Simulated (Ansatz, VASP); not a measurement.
**BN: VASP beside Ansatz**

The input INCAR:

```
SYSTEM = BN
PREC = Accurate
ENCUT = 520
EDIFF = 1E-7
ISMEAR = 0
SIGMA = 0.05
LREAL = .FALSE.
LASPH = .TRUE.
NELM = 60
ALGO = Normal
ISIF = 2
LWAVE = .FALSE.
LCHARG = .FALSE.
GGA = PS
NBANDS = 16
```

The input KPOINTS:

```
Automatic mesh
0
G
  12 12 4
  0 0 0
```

POSCAR

```
BN
1.0
    2.4638493232      0.0000000000      0.0000000000
   -1.2319246616      2.1337561050      0.0000000000
    0.0000000000      0.0000000000      7.2639205746
B N
2 2
Direct
    0.3333333333      0.6666666667      0.2500000000
    0.6666666667      0.3333333333      0.7500000000
    0.3333333333      0.6666666667      0.7500000000
    0.6666666667      0.3333333333      0.2500000000
```

Input for Ansatz:

```yaml
crystal:
  lattice:
    - [2.4638493232, 0.0, 0.0]
    - [-1.2319246616, 2.133756105, 0.0]
    - [0.0, 0.0, 7.2639205746]
  atoms:
    - { symbol: B, position: [0.3333333333, 0.6666666667, 0.25] }
    - { symbol: B, position: [0.6666666667, 0.3333333333, 0.75] }
    - { symbol: "N", position: [0.3333333333, 0.6666666667, 0.75] }
    - { symbol: "N", position: [0.6666666667, 0.3333333333, 0.25] }
basis:
  ecutwfc: 520.0
kpoints:
  mp_grid: { grid: [12, 12, 4] }
hamiltonian:
  xc: pbesol
  pseudopotentials: { kind: paw, azcp: { folder: soft_1 } }
scf:
  occupations: { method: gaussian, width: 0.05 }
output:
  forces: true
  stress: true
  eigenvalues: true
```

Alike in both runs: task single point; functional PBEsol; k mesh 12 × 12 × 4; occupations gaussian, width 0.05 eV; no spin polarisation.

```csv
,VASP,Ansatz
version,VASP 6.6.1,Ansatz 0.2.0
potentials or method,"VASP PAW PBE potentials, release 64 (B, N), cutoff 520 eV","scalar-relativistic, plane waves, PAW"
valence electrons in the cell,16,16
```

Ansatz gave:

```
gap on the k mesh at the Fermi level (eV)                     : 4.41
least direct gap on the mesh (eV)                             : 4.73
pressure (GPa)                                                : 11.3
traceless stress, the component that is largest in VASP (GPa) : -11.49
```

Question: Estimate VASP's values.

Answer: gap on the k mesh at the Fermi level (eV): 4.40; least direct gap on the mesh (eV): 4.73; pressure (GPa): 11.7; traceless stress, the component that is largest in VASP (GPa): -12.09.

VASP's potentials were made for PBE, not for PBEsol, and Ansatz warns of the same on its side. With one functional, cell and mesh, what is left measures potentials, basis and numerics.
